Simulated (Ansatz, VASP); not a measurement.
C: VASP beside Ansatz

```
CELL_PARAMETERS angstrom
2.50318 0.00000 0.00000
-1.25159 2.16782 0.00000
0.00000 0.00000 4.16886
ATOMIC_POSITIONS crystal
C 0.33333 0.66667 0.99973
C 0.66667 0.33333 0.49973
C 0.33333 0.66667 0.37427
C 0.66667 0.33333 0.87427
```

Alike in both runs: functional r2SCAN; k mesh 9 × 9 × 6; occupations gaussian, width 0.02 eV; no spin polarisation.

Ansatz relaxed the structure, and its values are those at the end. VASP's run is a single point on that final structure, the one shown.

```csv
,VASP,Ansatz
version,VASP 6.6.1,Ansatz 0.2.0
potentials or method,"VASP PAW PBE potentials, release 64 (C), cutoff 520 eV","scalar-relativistic, plane waves, PAW"
valence electrons in the cell,16,16
```

|  | VASP | Ansatz | Ansatz less VASP |
| --- | --- | --- | --- |
| gap on the k mesh at the Fermi level (eV) | 3.56 | 3.60 | +0.039 |
| least direct gap on the mesh (eV) | 5.19 | 5.24 | +0.046 |
| pressure (GPa) | 1.1 | 0.0 | -1.11 |
| rms of the force components (eV/Å) | 0.006 | 0.000 | -0.0055 |

VASP's potentials were made for PBE, not for r2SCAN. The functional is the same, so the differences come from potentials, cutoffs and numerics.
